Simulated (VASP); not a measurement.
# ZnSe (F-43m) in VASP: further runs

Runs on ZnSe. Level: PBEsol. Tasks: single point, relaxation of cell and atoms.

Everything below comes from runs of VASP 6.6.1. Logs are shortened: lines on timing, memory, paths and dates and some standing lists are left out, and cuts for length are marked.

## (1) The cell of the first run

It takes space group F-43m (No. 216, cubic). The conventional cell has a = 5.171 Å, b = 5.171 Å, c = 5.171 Å, α = 90.00°, β = 90.00°, γ = 90.00°. Zn (site symmetry -43m) has 4 Se at 2.24 Å within 3.0 Å. Within 3.0 Å of Se (site symmetry -43m) lie 4 Zn at 2.24 Å.

## (2) Single point, PBEsol

File INCAR:

```
SYSTEM = ZnSe
  PREC = Accurate
  ENCUT = 500
  EDIFF = 1E-6
  ISMEAR = 0
  SIGMA = 0.01
  LREAL = .FALSE.
  LASPH = .TRUE.
  NELM = 120
  ALGO = Normal
  ISIF = 2
  LWAVE = .FALSE.
  LCHARG = .FALSE.
  GGA = PS
  NBANDS = 16
  GGA_COMPAT = .FALSE.
```

File KPOINTS:

```
regular mesh
0
G
  8 8 8
  0 0 0
```

File POSCAR:

```
ZnSe
1.0
    0.0000000000      2.5856521807      2.5856521807
    2.5856521807      0.0000000000      2.5856521807
    2.5856521807      2.5856521807      0.0000000000
Zn Se
1 1
Direct
    0.0000000000      0.0000000000      0.0000000000
    0.7500000000      0.7500000000      0.7500000000
```

Potentials or basis: VASP PAW PBE potentials, release 64 (Zn, Se).

The run is started by

```
$ cat potpaw_PBE.64/Zn/POTCAR potpaw_PBE.64/Se/POTCAR > POTCAR
$ mpirun -np 1 vasp_std > vasp.out
```

OUTCAR:

```text
SYSTEM = ZnSe
   PREC = Accurate
   ENCUT = 500
   EDIFF = 1E-6
   ISMEAR = 0
   LREAL = .FALSE.
   LASPH = .TRUE.
   NELM = 120
   ISIF = 2
   GGA = PS

 ion  position               nearest neighbor table
   1  0.000  0.000  0.000-   2 2.24   2 2.24   2 2.24   2 2.24
   2  0.750  0.750  0.750-   1 2.24   1 2.24   1 2.24   1 2.24

  LATTYP: Found a face centered cubic cell.
 ALAT       =     5.1713043614

  Lattice vectors:

 A1 = (   0.0000000000,   2.5856521807,   2.5856521807)
 A2 = (   2.5856521807,   0.0000000000,   2.5856521807)
 A3 = (   2.5856521807,   2.5856521807,   0.0000000000)

Analysis of symmetry for initial positions (statically):
=====================================================================
 Subroutine PRICEL returns:
 Original cell was already a primitive cell.

 Routine SETGRP: Setting up the symmetry group for a
 face centered cubic supercell.

 Subroutine GETGRP returns: Found 24 space group operations
 (whereof 24 operations were pure point group operations)
 out of a pool of 48 trial point group operations.

The static configuration has the point symmetry T_d .

Analysis of symmetry for dynamics (positions and initial velocities):
=====================================================================
 Subroutine PRICEL returns:
 Original cell was already a primitive cell.

 Routine SETGRP: Setting up the symmetry group for a
 face centered cubic supercell.

 Subroutine GETGRP returns: Found 24 space group operations
 (whereof 24 operations were pure point group operations)
 out of a pool of 48 trial point group operations.

The dynamic configuration has the point symmetry T_d .

 Subroutine INISYM returns: Found 24 space group operations
 (whereof 24 operations are pure point group operations),
 and found     1 'primitive' translations

----------------------------------------------------------------------------------------

                                     Primitive cell

  volume of cell :      34.5733

  direct lattice vectors                    reciprocal lattice vectors
     0.000000000  2.585652181  2.585652181    -0.193374810  0.193374810  0.193374810
     2.585652181  0.000000000  2.585652181     0.193374810 -0.193374810  0.193374810
     2.585652181  2.585652181  0.000000000     0.193374810  0.193374810 -0.193374810

  length of vectors
     3.656664382  3.656664382  3.656664382     0.334934996  0.334934996  0.334934996

  position of ions in fractional coordinates (direct lattice)
     0.000000000  0.000000000  0.000000000
     0.750000000  0.750000000  0.750000000

  ion indices of the primitive-cell ions
   primitive index   ion index
                 1           1
                 2           2

----------------------------------------------------------------------------------------

 KPOINTS: regular mesh

Automatic generation of k-mesh.
 Grid dimensions read from file:
 generate k-points for:    8    8    8

 Generating k-lattice:

  Cartesian coordinates                     Fractional coordinates (reciprocal lattice)
    -0.024171851  0.024171851  0.024171851     0.125000000  0.000000000  0.000000000
     0.024171851 -0.024171851  0.024171851     0.000000000  0.125000000  0.000000000
     0.024171851  0.024171851 -0.024171851     0.000000000  0.000000000  0.125000000

  Length of vectors
     0.041866875  0.041866875  0.041866875

  Shift w.r.t. Gamma in fractional coordinates (k-lattice)
     0.000000000  0.000000000  0.000000000

 Subroutine IBZKPT returns following result:
 ===========================================

 Found     29 irreducible k-points:

 Following reciprocal coordinates:
            Coordinates               Weight
  0.000000  0.000000  0.000000      1.000000
  0.125000  0.000000  0.000000      8.000000
  0.250000  0.000000  0.000000      8.000000
  0.375000  0.000000  0.000000      8.000000
  0.500000  0.000000  0.000000      4.000000
  0.125000  0.125000  0.000000      6.000000
[... 16 lines left out ...]
  0.500000  0.250000  0.125000     48.000000
 -0.375000  0.250000  0.125000     24.000000
 [... further k-points ...]
   k-points           NKPTS =     29   k-points in BZ     NKDIM =     29   number of bands    NBANDS=     16
   number of dos      NEDOS =    301   number of ions     NIONS =      2
   total plane-waves  NPLWV =  21952
   dimension x,y,z NGX =    28 NGY =   28 NGZ =   28
   dimension x,y,z NGXF=    56 NGYF=   56 NGZF=   56
   ions per type =               1   1
   NGX,Y,Z   is equivalent  to a cutoff of  12.73, 12.73, 12.73 a.u.
   NGXF,Y,Z  is equivalent  to a cutoff of  25.46, 25.46, 25.46 a.u.
 SYSTEM =  ZnSe
   PREC   = accura    normal or accurate (medium, high low for compatibility)
   ISTART =      0    job   : 0-new  1-cont  2-samecut
   ICHARG =      2    charge: 1-file 2-atom 10-const
   ISPIN  =      1    spin polarized calculation?
   LNONCOLLINEAR =      F non collinear calculations
   LSORBIT =      F    spin-orbit coupling
   LASPH  =      T    aspherical Exc in radial PAW
   ENCUT  =  500.0 eV  36.75 Ry    6.06 a.u.   6.67  6.67  6.67*2*pi/ulx,y,z
   NELM   =    120;   NELMIN=  2; NELMDL= -5     # of ELM steps
   EDIFF  = 0.1E-05   stopping-criterion for ELM
   LREAL  =      F    real-space projection
   EDIFFG = 0.1E-04   stopping-criterion for IOM
   NSW    =      0    number of steps for IOM
   IBRION =     -1    ionic relax: 0-MD 1-quasi-New 2-CG
   NFREE  =      0    steps in history (QN), initial steepest desc. (CG)
   ISIF   =      2    stress and relaxation
   ISYM   =      2    0-nonsym 1-usesym 2-fastsym
   POTIM  = 0.5000    time-step for ionic-motion
   TEBEG  =    0.0;   TEEND  =   0.0 temperature during run
   PSTRESS=    0.0 pullay stress
   NELECT =      18.0000    total number of electrons
   NUPDOWN=      -1.0000    fix difference up-down
   EMIN   =  10.00;   EMAX   =-10.00  energy-range for DOS
   EFERMI =   0.00;   METHOD = LEGACY
   ISMEAR =     0;   SIGMA  =   0.01  broadening in eV -4-tet -1-fermi 0-gaus
   EFERMI_NEDOS =   21; number of points for ismear=-14 and -15
   IALGO  =     38    algorithm
   IMIX   =      4    mixing-type and parameters
     AMIX     =   0.40;   BMIX     =  1.00
     AMIX_MAG =   1.60;   BMIX_MAG =  1.00
  volume/ion in A,a.u.               =      17.29       116.66
  Fermi-wavevector in a.u.,A,eV,Ry     =   1.316999  2.488768 23.599133  1.734487
  Thomas-Fermi vector in A             =   2.447072
   LORBIT       =      0    0 simple, 1 ext, 2 COOP (PROOUT), +10 PAW based schemes
   GGA     = PS    functional components
   LHFCALC =     F    Hartree Fock is set to
   AEXX    =    0.0000 exact exchange contribution
   IVDW    =     0    specifies the selected vdW correction
   LEPSILON=     F    determine dielectric tensor
   LRPA    =     F    only Hartree local field effects (RPA)
 non-spin polarized calculation
 Gauss-broadening in eV      SIGMA  =   0.01
  energy-cutoff  :      500.00
  volume of cell :       34.57
 maximum number of plane-waves:       893
   NGX = 13   NGY = 13   NGZ = 13

 number of electron      17.9999988 magnetization

 Free energy of the ion-electron system (eV)
  ---------------------------------------------------
  ext. energy  EPLUGINS =         0.00000000
  ---------------------------------------------------
  free energy    TOTEN  =        -5.99741289 eV

  energy without entropy =       -5.99741289  energy(sigma->0) =       -5.99741289

 E-fermi :   4.4277     XC(G=0): -10.8335

 val. band max:        4.2809072411   @ k =   0.0000   0.0000   0.0000
 cond. band min:       6.3506151632   @ k =   0.5000   0.5000   0.0000
 fundamental gap:      2.0697079221
 Fermi energy:         4.4276697744

 k-point     1 :       0.0000    0.0000    0.0000
  band No.  band energies     occupation
      1     -11.2128      2.00000
      2      -3.7221      2.00000
      3      -3.7221      2.00000
      4      -3.7221      2.00000
      5      -3.0538      2.00000
      6      -3.0538      2.00000
[... 8 lines left out ...]
     15      16.2557      0.00000
     16      16.2557      0.00000

 k-point     2 :       0.1250    0.0000    0.0000
  band No.  band energies     occupation
      1     -11.0500      2.00000
      2      -3.7406      2.00000
      3      -3.6943      2.00000
      4      -3.6943      2.00000
      5      -3.0577      2.00000
      6      -3.0577      2.00000
[... 8 lines left out ...]
     15      15.1454      0.00000
     16      15.8396      0.00000

 k-point     3 :       0.2500    0.0000    0.0000
  band No.  band energies     occupation
      1     -10.6141      2.00000
      2      -3.7453      2.00000
      3      -3.6340      2.00000
      4      -3.6340      2.00000
      5      -3.0562      2.00000
      6      -3.0562      2.00000
[... 8 lines left out ...]
     15      14.9092      0.00000
     16      15.2356      0.00000

 k-point     4 :       0.3750    0.0000    0.0000
  band No.  band energies     occupation
      1     -10.0944      2.00000
      2      -3.5882      2.00000
      3      -3.5882      2.00000
      4      -3.5846      2.00000
      5      -3.0340      2.00000
      6      -3.0340      2.00000
[... 8 lines left out ...]
     15      16.4467      0.00000
     16      16.4467      0.00000
[... 324 lines left out ...]
 k-point    22 :       0.3750    0.2500    0.1250
  band No.  band energies     occupation
      1     -10.2641      2.00000
      2      -3.7960      2.00000
      3      -3.5595      2.00000
      4      -3.5260      2.00000
      5      -3.0951      2.00000
      6      -3.0064      2.00000
[... 8 lines left out ...]
     15      17.5190      0.00000
     16      19.0782      0.00000

 k-point    23 :       0.5000    0.2500    0.1250
  band No.  band energies     occupation
      1      -9.8202      2.00000
      2      -3.6603      2.00000
      3      -3.5333      2.00000
      4      -3.4013      2.00000
      5      -3.0452      2.00000
      6      -2.9759      2.00000
[... 8 lines left out ...]
     15      18.0020      0.00000
     16      19.0169      0.00000

 k-point    24 :      -0.3750    0.2500    0.1250
  band No.  band energies     occupation
      1      -9.6133      2.00000
      2      -3.5985      2.00000
      3      -3.4982      2.00000
      4      -3.1999      2.00000
      5      -3.0499      2.00000
      6      -2.7144      2.00000
[... 8 lines left out ...]
     15      17.7529      0.00000
     16      19.1660      0.00000

 [... further k-points ...]

------------------------ aborting loop because EDIFF is reached ----------------------------------------

  FORCE on cell =-STRESS in cart. coord.  units (eV):
  Direction    XX          YY          ZZ          XY          YZ          ZX
  --------------------------------------------------------------------------------------
  -------------------------------------------------------------------------------------
  Total        6.6098491      6.6098491      6.6098491      0.0000000      0.0000000      0.0000000
  in kB      306.3104567    306.3104567    306.3104567      0.0000000      0.0000000      0.0000000
  external PRESSURE =     306.3104567 kB  Pullay stress =       0.0000000 kB

 VOLUME and BASIS-vectors are now :
 -----------------------------------------------------------------------------
  energy-cutoff  :      500.00
  volume of cell :       34.57
      direct lattice vectors                 reciprocal lattice vectors
     0.000000000  2.585652181  2.585652181    -0.193374810  0.193374810  0.193374810
     2.585652181  0.000000000  2.585652181     0.193374810 -0.193374810  0.193374810
     2.585652181  2.585652181  0.000000000     0.193374810  0.193374810 -0.193374810

 POSITION                                       TOTAL-FORCE (eV/Angst)
 -----------------------------------------------------------------------------------
      0.00000      0.00000      0.00000        -0.000000      0.000000     -0.000000
      3.87848      3.87848      3.87848         0.000000     -0.000000      0.000000
 -----------------------------------------------------------------------------------
    total drift:                               -0.000001     -0.000001     -0.000001

  FREE ENERGIE OF THE ION-ELECTRON SYSTEM (eV)
  ---------------------------------------------------
  free  energy   TOTEN  =        -5.9974128897 eV

  energy  without entropy=       -5.9974128897  energy(sigma->0) =       -5.99741289
```

Wall time 10 s (1 thread of Intel Xeon Platinum 8488C (Sapphire Rapids), shared host); peak memory 0.16 GiB.

Results:

| Quantity | Value |
| --- | --- |
| Free energy | -5.9974 eV |
| Pressure | 30.6 GPa |
| Band gap on the k mesh | 2.07 eV (least direct gap 2.37 eV) |

Levels at points of the mesh, in eV from the valence-band top:
| k point | band 6 | band 7 | band 8 | band 9 | band 10 | band 11 | band 12 | band 13 |
| --- | --- | --- | --- | --- | --- | --- | --- | --- |
| (0.00, 0.00, 0.00) | -7.33 | 0.00 | 0.00 | 0.00 | 2.37 | 5.50 | 5.50 | 5.50 |
| (0.50, 0.00, 0.00) | -7.30 | -7.02 | -1.37 | -1.37 | 2.89 | 6.10 | 6.10 | 8.77 |
| (0.50, 0.50, 0.00) | -7.05 | -6.11 | -3.40 | -3.40 | 2.07 | 3.07 | 12.99 | 13.16 |

Caveat: the cell stands under pressure; the PAW data sets were made with another functional, which shifts forces and pressure a little. A k mesh can miss the band edges.

## (3) Single point, PBEsol

File INCAR:

```
PREC     = Accurate       # precision mode
ENCUT    = 500            # plane-wave cutoff, eV
EDIFF    = 1E-6           # SCF threshold, eV
ISMEAR   = 0              # smearing method
SIGMA    = 0.01           # smearing width, eV
LREAL    = False          # projectors in reciprocal space
LASPH    = True           # aspherical terms in the spheres
NELM     = 120            # most SCF steps
ALGO     = Normal         # electronic algorithm
ISIF     = 2              # what is computed and relaxed
LWAVE    = False          # write WAVECAR
LCHARG   = True           # write CHGCAR
GGA      = PS             # functional
LELF     = True           # ELF
LVHAR    = True         
NBANDS   = 16             # bands
GGA_COMPAT= False
```

File KPOINTS:

```
Automatic mesh
0
Gamma
  8 8 8
```

File POSCAR:

```
ZnSe
1.0
    0.0000000000      2.5856541961      2.5856541961
    2.5856541961      0.0000000000      2.5856541961
    2.5856541961      2.5856541961      0.0000000000
Zn Se
1 1
Direct
    0.0000000000      0.0000000000      0.0000000000
    0.7500000000      0.7500000000      0.7500000000
```

Potentials or basis: VASP PAW PBE potentials, release 64 (Zn, Se).

The run is started by

```
$ cat potpaw_PBE.64/Zn/POTCAR potpaw_PBE.64/Se/POTCAR > POTCAR
$ mpirun -np 1 vasp_std > vasp.out
```

Run time: 12 s. Hardware: 1 thread of Intel Xeon Platinum 8488C (Sapphire Rapids), shared host; peak memory 0.16 GiB.

The run converged. Its results:

* Free energy: -5.9974 eV
* Pressure: 30.6 GPa
* Band gap on the k mesh: 2.07 eV (least direct gap 2.37 eV)

Levels at points of the mesh, in eV from the valence-band top:
| k point | band 7 | band 8 | band 9 | band 10 | band 11 | band 12 |
| --- | --- | --- | --- | --- | --- | --- |
| (0.00, 0.00, 0.00) | 0.00 | 0.00 | 0.00 | 2.37 | 5.50 | 5.50 |
| (0.50, 0.00, 0.00) | -7.02 | -1.37 | -1.37 | 2.89 | 6.10 | 6.10 |
| (0.50, 0.50, 0.00) | -6.11 | -3.40 | -3.40 | 2.07 | 3.07 | 12.99 |

Caveat: the cell stands under pressure; the PAW data sets were made with another functional, which shifts forces and pressure a little. PBEsol gaps usually lie below the measured ones, often by a third to a half.

## (4) Relaxation of cell and atoms, PBEsol, target pressure 30 GPa, at which the enthalpy is minimised

This run uses another cell than the first one, of 22.34 Å³/atom.

File INCAR:

```
SYSTEM = ZnSe
ALGO = Normal
EDIFF = 1E-7
EDIFFG = -0.002
ENCUT = 500
GGA = PS
GGA_COMPAT = .False.
IBRION = 2
ISIF = 3
ISMEAR = 0
LASPH = .True.
LCHARG = .False.
LREAL = .False.
LWAVE = .False.
NELM = 120
NELMIN = 4
NSW = 100
PREC = Accurate
PSTRESS = 300.0
SIGMA = 0.01
```

File KPOINTS:

```
k-points
0
Gamma
  8 8 8
  0 0 0
```

File POSCAR:

```
ZnSe
1.0
    0.0000000000      2.8165937352      2.8165937352
    2.8165937352      0.0000000000      2.8165937352
    2.8165937352      2.8165937352      0.0000000000
Zn Se
1 1
Direct
    0.0000000000      0.0000000000      0.0000000000
    0.7500000000      0.7500000000      0.7500000000
```

The run is started by

```
$ cat potpaw_PBE.64/Zn/POTCAR potpaw_PBE.64/Se/POTCAR > POTCAR
$ mpirun -np 1 vasp_std > vasp.out
```

Run time: 64 s. Hardware: 1 thread of Intel Xeon Platinum 8488C (Sapphire Rapids), shared host; peak memory 0.18 GiB.

Results (log left out):

- Free energy: -6.0217 eV
- Relaxed volume: 17.35 Å³/atom
- Relaxed cell: a = 3.661 Å, b = 3.661 Å, c = 3.661 Å, α = 60.00°, β = 60.00°, γ = 60.00°
- Space group after relaxing (to 0.1 Å): F-43m (No. 216)
- Energy change on relaxing (the run minimises the enthalpy): +375.7 meV/atom
- Ionic steps: 5
- Pressure after relaxing: 30.0 GPa
- Band gap on the k mesh: 2.08 eV (least direct gap 2.36 eV)

Step by step:
```csv
step,energy change (eV),largest force (eV/Å),pressure (GPa),volume (Å³)
1,0.0000,0.0000,0.27,44.69
2,7.4524,0.0000,201.98,22.88
3,0.5706,0.0000,24.66,35.76
4,0.6828,0.0000,28.02,35.07
5,0.7513,0.0000,29.99,34.70
```

Final structure:
```
Zn Se
1.0
     0.00000    2.58870    2.58870
     2.58870    0.00000    2.58870
     2.58870    2.58870    0.00000
Zn Se
1 1
Direct
  0.00000 0.00000 0.00000
  0.75000 0.75000 0.75000
```

Levels at points of the mesh, in eV from the valence-band top:
```csv
k point,band 6,band 7,band 8,band 9,band 10,band 11,band 12,band 13
"(0.00, 0.00, 0.00)",-7.32,0.00,0.00,0.00,2.36,5.50,5.50,5.50
"(0.50, 0.00, 0.00)",-7.28,-7.00,-1.36,-1.36,2.88,6.10,6.10,8.77
"(0.50, 0.50, 0.00)",-7.04,-6.09,-3.38,-3.38,2.08,3.07,12.96,13.13
```

Caveat: the cell is relaxed towards a set pressure, so the run minimises the enthalpy, not the energy; the volume moved by over 15 % at a fixed basis, so the end points are rough; the PAW data sets were made with another functional, which shifts forces and pressure a little. A k mesh can miss the band edges.
